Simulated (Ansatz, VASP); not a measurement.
**SrO: VASP beside Ansatz**

The input POSCAR:

```
SrO
1.0
    0.0000000000      2.7922805169      2.7922805169
    2.7922805169      0.0000000000      2.7922805169
    2.7922805169      2.7922805169      0.0000000000
Sr O
1 1
Direct
    0.0000000000      0.0000000000      0.0000000000
    0.2500000000      0.2500000000      0.2500000000
```

File INCAR.step1:

```
PREC = Accurate
ENCUT = 520
EDIFF = 1E-5
ISMEAR = 0
SIGMA = 0.01
LREAL = False
LASPH = True
NELM = 100
ALGO = Normal
ISIF = 2
LWAVE = True
LCHARG = False
NBANDS = 15
GGA = PE
```

Contents of INCAR.step2:

```
PREC = Accurate
ENCUT = 520
EDIFF = 1E-6
ISMEAR = 0
SIGMA = 0.01
LREAL = False
LASPH = True
NELM = 100
ALGO = Normal
ISIF = 2
LWAVE = False
LCHARG = False
GGA = PE
LHFCALC = True
AEXX = 0.4
HFSCREEN = 0.2078
PRECFOCK = Normal
NBANDS = 15
ISTART = 1
```

File KPOINTS:

```
regular mesh
0
Gamma
  4 4 4
```

Input for Ansatz:

```yaml
crystal:
  lattice:
    - [0.0, 2.7922805169, 2.7922805169]
    - [2.7922805169, 0.0, 2.7922805169]
    - [2.7922805169, 2.7922805169, 0.0]
  atoms:
    - { symbol: Sr, position: [0.0, 0.0, 0.0] }
    - { symbol: O, position: [0.25, 0.25, 0.25] }
kpoints:
  mp_grid: { grid: [4, 4, 4] }
hamiltonian:
  xc:
    exchange: pbe
    correlation: pbe
    exx: { coeff: 0.4, omega: 0.2078 }
scf:
  occupations: { method: fixed }
  n_extra_bands: 4
output:
  forces: true
  stress: true
  eigenvalues: true
```

Alike in both runs: task single point; functional PBE-based screened hybrid; k mesh 4 × 4 × 4; no spin polarisation.

```csv
,VASP,Ansatz
version,VASP 6.6.1,Ansatz 0.2.0
potentials or method,"VASP PAW PBE potentials, release 64 (Sr_sv, O)",plane waves
plane-wave cutoff (eV),520,420
occupations,"gaussian, width 0.01 eV",fixed
valence electrons in the cell,16,16
```

|  | VASP | Ansatz | Ansatz less VASP |
| --- | --- | --- | --- |
| gap on the k mesh at the Fermi level (eV) | 4.70 | 4.70 | -0.002 |
| pressure (GPa) | -0.7 | -1.1 | -0.44 |

VASP's potentials were made for PBE, not for PBE-based screened hybrid. Ansatz's warnings: stress exchange threshold loose, stress scf threshold loose.

The k mesh is coarse, so the values compare programs but aren't converged.
